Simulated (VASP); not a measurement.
# Co (P6_3/mmc) in VASP: settings compared

Aim: see how the results for Co move with the level of theory and the settings. Levels: r2SCAN+D3(BJ), b88 exchange, pbe correlation, PBEsol, PBE+D3(BJ). Tasks: single point.

Everything below comes from runs of VASP 6.6.1. Logs are shortened: lines on timing, memory, paths and dates and some standing lists are left out, and cuts for length are marked.

## 1. The cell of the first run

It takes space group P6_3/mmc (No. 194, hexagonal). Conventional cell: a = 2.454 Å, b = 2.454 Å, c = 8.034 Å, α = 90.00°, β = 90.00°, γ = 120.00°. Within 3.2 Å of Co (site symmetry -6m2) lie 12 Co at 2.45 to 2.46 Å. Within 3.2 Å of Co (site symmetry -3m) lie 12 Co at 2.45 to 2.46 Å.

## 2. Single point, r2SCAN+D3(BJ), collinear spin, ferromagnetic start

Contents of POSCAR:

```
Co
1.0
    2.4539803297      0.0000000000      0.0000000000
   -1.2269901649      2.1252093060      0.0000000000
    0.0000000000      0.0000000000      8.0339487160
Co
4
Direct
    0.6666666667      0.3333333333      0.7500000000
    0.0000000000      0.0000000000      0.5000000000
    0.3333333333      0.6666666667      0.2500000000
    0.0000000000      0.0000000000      0.0000000000
```

Contents of INCAR.step1:

```
PREC = Accurate
ENCUT = 520
ISMEAR = -1
SIGMA = 0.05
LREAL = False
LASPH = True
NELM = 150
ISPIN = 2
MAGMOM = 2 2 2 2
LMAXMIX = 4
NBANDS = 30
GGA = PE
ALGO = Normal
EDIFF = 1E-4
LWAVE = True
LCHARG = False
```

Contents of INCAR.step2:

```
PREC = Accurate
ENCUT = 520
EDIFF = 1E-6
ISMEAR = -1
SIGMA = 0.05
LREAL = False
LASPH = True
NELM = 150
ALGO = Normal
ISIF = 2
LWAVE = False
LCHARG = False
ISPIN = 2
MAGMOM = 2 2 2 2
LORBIT = 11
LMAXMIX = 4
METAGGA = R2SCAN
LMIXTAU = True
IVDW = 12
VDW_S6 = 1.0
VDW_S8 = 0.78981345
VDW_A1 = 0.49484001
VDW_A2 = 5.73083694
NBANDS = 30
ISTART = 1
```

Contents of KPOINTS:

```
Automatic mesh
0
Gamma
  12 12 4
```

Potentials or basis: VASP PAW PBE potentials, release 64 (Co).

Command:

```bash
> cat potpaw_PBE.64/Co/POTCAR > POTCAR
> cp INCAR.step1 INCAR
> mpirun -np 1 vasp_std > vasp.out
> cp INCAR.step2 INCAR
> mpirun -np 1 vasp_std > vasp.out
```

OUTCAR:

```text
PREC = Accurate
   ENCUT = 520
   EDIFF = 1E-6
   ISMEAR = -1
   LREAL = False
   LASPH = True
   NELM = 150
   ISIF = 2
   ISPIN = 2
   LORBIT = 11
   METAGGA = R2SCAN
   IVDW = 12
   ISTART = 1
 IVDW          = 12

 ion  position               nearest neighbor table
   1  0.667  0.333  0.750-   2 2.46   4 2.46   2 2.46   4 2.46   2 2.46   4 2.46
   2  0.000  0.000  0.500-   1 2.46   3 2.46   1 2.46   3 2.46   1 2.46   3 2.46
   3  0.333  0.667  0.250-   2 2.46   4 2.46   2 2.46   4 2.46   2 2.46   4 2.46
   4  0.000  0.000  0.000-   1 2.46   3 2.46   1 2.46   3 2.46   1 2.46   3 2.46

  LATTYP: Found a hexagonal cell.
 ALAT       =     2.4539803297
 C/A-ratio  =     3.2738439745

  Lattice vectors:

 A1 = (   2.4539803297,   0.0000000000,   0.0000000000)
 A2 = (  -1.2269901649,   2.1252093060,   0.0000000000)
 A3 = (   0.0000000000,   0.0000000000,   8.0339487160)

Analysis of symmetry for initial positions (statically):
=====================================================================
 Subroutine PRICEL returns:
 Original cell was already a primitive cell.

 Routine SETGRP: Setting up the symmetry group for a
 hexagonal supercell.

 Subroutine GETGRP returns: Found 24 space group operations
 (whereof 12 operations were pure point group operations)
 out of a pool of 24 trial point group operations.

The static configuration has the point symmetry D_3d.
 The point group associated with its full space group is D_6h.

Analysis of symmetry for dynamics (positions and initial velocities):
=====================================================================
 Subroutine PRICEL returns:
 Original cell was already a primitive cell.

 Routine SETGRP: Setting up the symmetry group for a
 hexagonal supercell.

 Subroutine GETGRP returns: Found 24 space group operations
 (whereof 12 operations were pure point group operations)
 out of a pool of 24 trial point group operations.

The dynamic configuration has the point symmetry D_3d.
 The point group associated with its full space group is D_6h.

Analysis of structural, dynamic, and magnetic symmetry:
=====================================================================
 Subroutine PRICEL returns:
 Original cell was already a primitive cell.

 Routine SETGRP: Setting up the symmetry group for a
 hexagonal supercell.

 Subroutine GETGRP returns: Found 24 space group operations
 (whereof 12 operations were pure point group operations)
 out of a pool of 24 trial point group operations.

The overall configuration has the point symmetry D_3d.
 The point group associated with its full space group is D_6h.

 Subroutine INISYM returns: Found 24 space group operations
 (whereof 12 operations are pure point group operations),
 and found     1 'primitive' translations

----------------------------------------------------------------------------------------

                                     Primitive cell

  volume of cell :      41.8988

  direct lattice vectors                    reciprocal lattice vectors
     2.453980330  0.000000000  0.000000000     0.407501229  0.235270944  0.000000000
    -1.226990165  2.125209306  0.000000000     0.000000000  0.470541888  0.000000000
     0.000000000  0.000000000  8.033948716     0.000000000  0.000000000  0.124471793

  length of vectors
     2.453980330  2.453980330  8.033948716     0.470541888  0.470541888  0.124471793

  position of ions in fractional coordinates (direct lattice)
     0.666666667  0.333333333  0.750000000
     0.000000000  0.000000000  0.500000000
     0.333333333  0.666666667  0.250000000
     0.000000000  0.000000000  0.000000000

  ion indices of the primitive-cell ions
   primitive index   ion index
                 1           1
                 2           2
                 3           3
                 4           4

----------------------------------------------------------------------------------------

 KPOINTS: Automatic mesh

Automatic generation of k-mesh.
 Grid dimensions read from file:
 generate k-points for:   12   12    4

 Generating k-lattice:

  Cartesian coordinates                     Fractional coordinates (reciprocal lattice)
     0.033958436  0.019605912  0.000000000     0.083333333  0.000000000  0.000000000
     0.000000000  0.039211824  0.000000000     0.000000000  0.083333333  0.000000000
     0.000000000  0.000000000  0.031117948     0.000000000  0.000000000  0.250000000

  Length of vectors
     0.039211824  0.039211824  0.031117948

  Shift w.r.t. Gamma in fractional coordinates (k-lattice)
     0.000000000  0.000000000  0.000000000

 Subroutine IBZKPT returns following result:
 ===========================================

 Found     57 irreducible k-points:

 Following reciprocal coordinates:
            Coordinates               Weight
  0.000000  0.000000  0.000000      1.000000
  0.083333 -0.000000  0.000000      6.000000
  0.166667  0.000000  0.000000      6.000000
  0.250000 -0.000000  0.000000      6.000000
  0.333333 -0.000000  0.000000      6.000000
  0.416667 -0.000000  0.000000      6.000000
[... 16 lines left out ...]
  0.250000 -0.000000  0.250000     12.000000
  0.333333 -0.000000  0.250000     12.000000
 [... further k-points ...]
   k-points           NKPTS =     57   k-points in BZ     NKDIM =     57   number of bands    NBANDS=     30
   number of dos      NEDOS =    301   number of ions     NIONS =      4
   total plane-waves  NPLWV =  19440
   dimension x,y,z NGX =    18 NGY =   18 NGZ =   60
   dimension x,y,z NGXF=    36 NGYF=   36 NGZF=  120
   ions per type =               4
   NGX,Y,Z   is equivalent  to a cutoff of  12.19, 12.19, 12.42 a.u.
   NGXF,Y,Z  is equivalent  to a cutoff of  24.39, 24.39, 24.83 a.u.
 SYSTEM =  unknown system
   PREC   = accura    normal or accurate (medium, high low for compatibility)
   ISTART =      1    job   : 0-new  1-cont  2-samecut
   ICHARG =      0    charge: 1-file 2-atom 10-const
   ISPIN  =      2    spin polarized calculation?
   LNONCOLLINEAR =      F non collinear calculations
   LSORBIT =      F    spin-orbit coupling
   LASPH  =      T    aspherical Exc in radial PAW
   ENCUT  =  520.0 eV  38.22 Ry    6.18 a.u.   4.56  4.56 14.94*2*pi/ulx,y,z
   NELM   =    150;   NELMIN=  2; NELMDL=  0     # of ELM steps
   EDIFF  = 0.1E-05   stopping-criterion for ELM
   LREAL  =      F    real-space projection
   EDIFFG = 0.1E-04   stopping-criterion for IOM
   NSW    =      0    number of steps for IOM
   IBRION =     -1    ionic relax: 0-MD 1-quasi-New 2-CG
   NFREE  =      0    steps in history (QN), initial steepest desc. (CG)
   ISIF   =      2    stress and relaxation
   ISYM   =      2    0-nonsym 1-usesym 2-fastsym
   POTIM  = 0.5000    time-step for ionic-motion
   TEBEG  =    0.0;   TEEND  =   0.0 temperature during run
   PSTRESS=    0.0 pullay stress
   NELECT =      36.0000    total number of electrons
   NUPDOWN=      -1.0000    fix difference up-down
   EMIN   =  10.00;   EMAX   =-10.00  energy-range for DOS
   EFERMI =   0.00;   METHOD = LEGACY
   ISMEAR =    -1;   SIGMA  =   0.05  broadening in eV -4-tet -1-fermi 0-gaus
   EFERMI_NEDOS =   21; number of points for ismear=-14 and -15
   IALGO  =     38    algorithm
   IMIX   =      4    mixing-type and parameters
     AMIX     =   0.40;   BMIX     =  1.00
     AMIX_MAG =   1.60;   BMIX_MAG =  1.00
  volume/ion in A,a.u.               =      10.47        70.69
  Fermi-wavevector in a.u.,A,eV,Ry     =   1.556354  2.941083 32.956545  2.422238
  Thomas-Fermi vector in A             =   2.660162
   LORBIT       =     11    0 simple, 1 ext, 2 COOP (PROOUT), +10 PAW based schemes
   METAGGA = R2SCAN    functional components
   LHFCALC =     F    Hartree Fock is set to
   AEXX    =    0.0000 exact exchange contribution
   IVDW    =    12    specifies the selected vdW correction
   LEPSILON=     F    determine dielectric tensor
   LRPA    =     F    only Hartree local field effects (RPA)
 spin polarized calculation
  energy-cutoff  :      520.00
  volume of cell :       41.90
 maximum number of plane-waves:      1151
   NGX =  9   NGY =  9   NGZ = 29

 number of electron      35.9999952 magnetization       7.0415745

 Free energy of the ion-electron system (eV)
  ---------------------------------------------------
  ext. energy  EPLUGINS =         0.00000000
  ---------------------------------------------------
  free energy    TOTEN  =       -52.88277665 eV

  energy without entropy =      -52.85971172  energy(sigma->0) =      -52.87124418

 E-fermi :  10.9568     XC(G=0): -14.9146

 val. band max:       10.9514533503   @ k =   0.1667   0.0833   0.2500
 cond. band min:      10.9582886359   @ k =   0.5000  -0.0000   0.0000
 fundamental gap:      0.0068352856
 Fermi energy:        10.9567547144

 spin component 1

 k-point     1 :       0.0000    0.0000    0.0000
  band No.  band energies     occupation
      1       1.2484      1.00000
      2       3.5311      1.00000
      3       3.5754      1.00000
      4       4.9213      1.00000
      5       7.1316      1.00000
      6       7.1767      1.00000
[... 781 lines left out ...]
     29      26.1703      0.00000
     30      27.0144      0.00000

 [... further k-points ...]

 spin component 2

 k-point     1 :       0.0000    0.0000    0.0000
  band No.  band energies     occupation
      1       0.7145      1.00000
      2       3.1775      1.00000
      3       3.1990      1.00000
      4       6.0233      1.00000
      5       8.9086      1.00000
      6       9.0538      1.00000
[... 781 lines left out ...]
     29      26.7567      0.00000
     30      27.6291      0.00000

 [... further k-points ...]

------------------------ aborting loop because EDIFF is reached ----------------------------------------

 Edisp (eV)   -0.80997

 E8    (eV) :    -0.2783

  FORCE on cell =-STRESS in cart. coord.  units (eV):
  Direction    XX          YY          ZZ          XY          YZ          ZX
  --------------------------------------------------------------------------------------
  -------------------------------------------------------------------------------------
  Total       0.44748     0.44748     0.24393    -0.00000    -0.00000    -0.00000
  in kB      17.11145    17.11145     9.32784    -0.00000    -0.00000    -0.00000
  external pressure =       14.52 kB  Pullay stress =        0.00 kB

 VOLUME and BASIS-vectors are now :
 -----------------------------------------------------------------------------
  energy-cutoff  :      520.00
  volume of cell :       41.90
      direct lattice vectors                 reciprocal lattice vectors
     2.453980330  0.000000000  0.000000000     0.407501229  0.235270944  0.000000000
    -1.226990165  2.125209306  0.000000000     0.000000000  0.470541888  0.000000000
     0.000000000  0.000000000  8.033948716     0.000000000  0.000000000  0.124471793

 POSITION                                       TOTAL-FORCE (eV/Angst)
 -----------------------------------------------------------------------------------
      1.22699      0.70840      6.02546         0.000000      0.000000     -0.000000
      0.00000      0.00000      4.01697        -0.000000     -0.000000      0.000000
     -0.00000      1.41681      2.00849        -0.000000     -0.000000      0.000000
      0.00000      0.00000      0.00000        -0.000000     -0.000000      0.000000
 -----------------------------------------------------------------------------------
    total drift:                                0.000000     -0.000000      0.000000

  FREE ENERGIE OF THE ION-ELECTRON SYSTEM (eV)
  ---------------------------------------------------
  free  energy   TOTEN  =       -53.6927495207 eV

  energy  without entropy=      -53.6696845918  energy(sigma->0) =      -53.68121706

 total charge

# of ion       s       p       d       tot
------------------------------------------
    1        0.525   0.595   7.241   8.362
    2        0.527   0.592   7.252   8.372
    3        0.525   0.595   7.241   8.362
    4        0.527   0.592   7.252   8.372
--------------------------------------------------
tot          2.105   2.375  28.987  33.467

 magnetization (x)

# of ion       s       p       d       tot
------------------------------------------
    1       -0.008  -0.078   1.913   1.826
    2       -0.009  -0.076   1.886   1.801
    3       -0.008  -0.078   1.913   1.826
    4       -0.009  -0.076   1.886   1.801
--------------------------------------------------
tot         -0.034  -0.309   7.598   7.255
```

Wall time 4 min (1 thread of Intel Xeon 6975P-C (Granite Rapids), shared host); peak memory 0.25 GiB.

What came out:

```yaml
Free_energy: -53.6927 eV
Pressure: 1.5 GPa
Net_moment: 7.04 μB per cell
Site_moments: Co +1.83, +1.80 (each value once) μB
Valence_electrons_inside_the_program's_atomic_spheres: Co 8.36, 8.37 (each value once)
Dispersion_energy_per_atom: -0.202 eV
```

Stress tensor (GPa, compression positive):
```
1.71 0.00 0.00
0.00 1.71 0.00
0.00 0.00 0.93
```

Levels at points of the mesh, in eV from the Fermi level:
Spin up:
| k point | band 19 | band 20 | band 21 | band 22 | band 23 | band 24 | band 25 | band 26 |
| --- | --- | --- | --- | --- | --- | --- | --- | --- |
| (0.00, 0.00, 0.00) | -2.40 | -2.01 | -2.01 | -1.60 | -1.60 | -0.54 | 6.20 | 15.24 |
| (0.50, 0.00, 0.00) | -1.26 | -1.26 | 0.00 | 1.20 | 2.19 | 2.93 | 7.06 | 7.07 |
| (0.00, 0.00, 0.50) | -2.45 | -2.45 | -1.78 | -1.78 | -1.78 | -1.78 | 9.40 | 9.40 |
| (0.50, 0.00, 0.50) | -1.31 | -1.31 | 0.88 | 0.88 | 2.62 | 2.62 | 7.46 | 7.46 |
Spin down:
```csv
k point,band 12,band 13,band 14,band 15,band 16,band 17
"(0.00, 0.00, 0.00)",-1.04,-0.93,-0.93,-0.89,-0.89,0.40
"(0.50, 0.00, 0.00)",-0.05,0.00,0.13,1.11,1.34,1.37
"(0.00, 0.00, 0.50)",-1.10,-1.02,-1.02,-1.02,-1.02,0.55
"(0.50, 0.00, 0.50)",-0.80,-0.44,-0.44,1.00,1.00,1.42
```

Caveat: the PAW data sets were made with another functional, which shifts forces and pressure a little.

## 3. Single point, r2SCAN+D3(BJ), collinear spin, ferromagnetic start

This run uses another cell than the first one, of 10.69 Å³/atom.

Contents of POSCAR:

```
Co
1.0
    2.4705617809      0.0000000000      0.0000000000
   -1.2352808905      2.1395692639      0.0000000000
    0.0000000000      0.0000000000      8.0882338000
Co
4
Direct
    0.6666666667      0.3333333333      0.7500000000
    0.0000000000      0.0000000000      0.5000000000
    0.3333333333      0.6666666667      0.2500000000
    0.0000000000      0.0000000000      0.0000000000
```

Contents of INCAR.step1:

```
SYSTEM = Co
ALGO = Normal ; EDIFF = 1E-4
ENCUT = 520 ; GGA = PE
ISMEAR = -1 ; ISPIN = 2
LASPH = .True. ; LCHARG = .False.
LMAXMIX = 4 ; LREAL = .False.
LWAVE = .True. ; MAGMOM = 2 2 2 2
NBANDS = 30 ; NELM = 150
PREC = Accurate ; SIGMA = 0.05
```

Contents of INCAR.step2:

```
SYSTEM = Co
ALGO = Normal ; EDIFF = 1E-6
ENCUT = 520 ; ISIF = 2
ISMEAR = -1 ; ISPIN = 2
ISTART = 1 ; IVDW = 12
LASPH = .True. ; LCHARG = .False.
LMAXMIX = 4 ; LMIXTAU = .True.
LORBIT = 11 ; LREAL = .False.
LWAVE = .False. ; MAGMOM = 2 2 2 2
METAGGA = R2SCAN ; NBANDS = 30
NELM = 150 ; PREC = Accurate
SIGMA = 0.05 ; VDW_A1 = 0.49484001
VDW_A2 = 5.73083694 ; VDW_S6 = 1.0
VDW_S8 = 0.78981345
```

Contents of KPOINTS:

```
k-points
0
Gamma
  12 12 4
  0 0 0
```

Potentials or basis: VASP PAW PBE potentials, release 64 (Co).

Command:

```bash
> cat potpaw_PBE.64/Co/POTCAR > POTCAR
> cp INCAR.step1 INCAR
> mpirun -np 1 vasp_std > vasp.out
> cp INCAR.step2 INCAR
> mpirun -np 1 vasp_std > vasp.out
```

It took 4.2 min on 1 thread of Intel Xeon 6975P-C (Granite Rapids), shared host; peak memory 0.25 GiB.

Results (log left out):

```yaml
Free_energy: -53.6878 eV
Pressure: -3.3 GPa
Net_moment: 7.06 μB per cell
Site_moments: Co +1.84, +1.81 (each value once) μB
Valence_electrons_inside_the_program's_atomic_spheres: Co 8.32, 8.33 (each value once)
Dispersion_energy_per_atom: -0.198 eV
```

Stress tensor (GPa, compression positive):
```
-3.18  0.00  0.00
 0.00 -3.18  0.00
 0.00  0.00 -3.49
```

Levels at points of the mesh, in eV from the Fermi level:
Spin up:
| k point | band 20 | band 21 | band 22 | band 23 | band 24 | band 25 |
| --- | --- | --- | --- | --- | --- | --- |
| (0.00, 0.00, 0.00) | -2.04 | -2.04 | -1.64 | -1.64 | -0.53 | 6.01 |
| (0.50, 0.00, 0.00) | -1.30 | -0.01 | 1.17 | 2.10 | 2.84 | 6.87 |
| (0.00, 0.00, 0.50) | -2.44 | -1.81 | -1.81 | -1.81 | -1.81 | 9.19 |
| (0.50, 0.00, 0.50) | -1.35 | 0.83 | 0.83 | 2.54 | 2.54 | 7.27 |
Spin down:
```tsv
k point	band 11	band 12	band 13	band 14	band 15	band 16	band 17	band 18
(0.00, 0.00, 0.00)	-1.10	-1.04	-0.92	-0.92	-0.86	-0.86	0.42	0.42
(0.50, 0.00, 0.00)	-0.89	-0.05	-0.02	0.14	1.08	1.29	1.32	1.36
(0.00, 0.00, 0.50)	-1.08	-1.08	-0.99	-0.99	-0.99	-0.99	0.56	0.56
(0.50, 0.00, 0.50)	-0.77	-0.77	-0.44	-0.44	0.97	0.97	1.38	1.38
```

Caveat: the cell stands under tension; the PAW data sets were made with another functional, which shifts forces and pressure a little.

## 4. Single point, b88 exchange, pbe correlation, collinear spin, ferromagnetic start

This run uses another cell than the first one, of 10.69 Å³/atom.

Contents of INCAR:

```
PREC = Accurate
ENCUT = 600
EDIFF = 1E-6
ISMEAR = -1
SIGMA = 0.05
LREAL = False
LASPH = True
NELM = 200
ALGO = Normal
ISIF = 2
LWAVE = False
LCHARG = True
ISPIN = 2
MAGMOM = 2 2 2 2
LORBIT = 11
LMAXMIX = 4
GGA = LIBXC
LIBXC1 = GGA_X_B88
LIBXC2 = GGA_C_PBE
LELF = True
LVHAR = True
NBANDS = 30
GGA_COMPAT = False
```

Contents of KPOINTS:

```
Automatic mesh
0
Gamma
  12 12 4
```

POSCAR is that of step 3.

Command:

```bash
> cat potpaw_PBE.64/Co/POTCAR > POTCAR
> mpirun -np 1 vasp_std > vasp.out
```

Wall time 3.5 min (1 thread of Intel Xeon Platinum 8259CL at 2.50GHz (Skylake/Cascade Lake), shared host); peak memory 0.27 GiB.

It converged, with:

- Free energy: -27.7049 eV
- Pressure: 3.2 GPa
- Net moment: 6.54 μB per cell
- Site moments: Co +1.66, +1.64 (each value once) μB
- Valence electrons inside the program's atomic spheres: Co 8.30, 8.31 (each value once)

Stress tensor (GPa, compression positive):
```
4.42 0.00 0.00
0.00 4.42 0.00
0.00 0.00 0.70
```

Levels at points of the mesh, in eV from the Fermi level:
Spin up:
| k point | band 20 | band 21 | band 22 | band 23 | band 24 | band 25 |
| --- | --- | --- | --- | --- | --- | --- |
| (0.00, 0.00, 0.00) | -1.19 | -1.19 | -0.79 | -0.79 | -0.26 | 6.25 |
| (0.50, 0.00, 0.00) | -0.52 | 0.30 | 1.41 | 2.52 | 3.14 | 7.06 |
| (0.00, 0.00, 0.50) | -1.66 | -0.96 | -0.96 | -0.96 | -0.96 | 9.27 |
| (0.50, 0.00, 0.50) | -0.55 | 1.28 | 1.28 | 2.84 | 2.84 | 7.41 |
Spin down:
```tsv
k point	band 10	band 11	band 12	band 13	band 14	band 15	band 16	band 17	band 18	band 19
(0.00, 0.00, 0.00)	-1.14	-1.14	-0.85	-0.85	-0.81	-0.81	-0.27	0.06	0.06	0.41
(0.50, 0.00, 0.00)	-1.14	-0.81	-0.10	-0.06	0.57	1.20	1.22	1.23	1.25	1.30
(0.00, 0.00, 0.50)	-1.05	-1.05	-1.05	-0.95	-0.95	-0.95	-0.95	0.24	0.24	0.24
(0.50, 0.00, 0.50)	-0.85	-0.83	-0.83	-0.23	-0.23	0.82	0.82	1.22	1.22	1.32
```

Caveat: the cell stands under pressure; the PAW data sets were made with another functional, which shifts forces and pressure a little.

(Continued in part 2 of 2.)
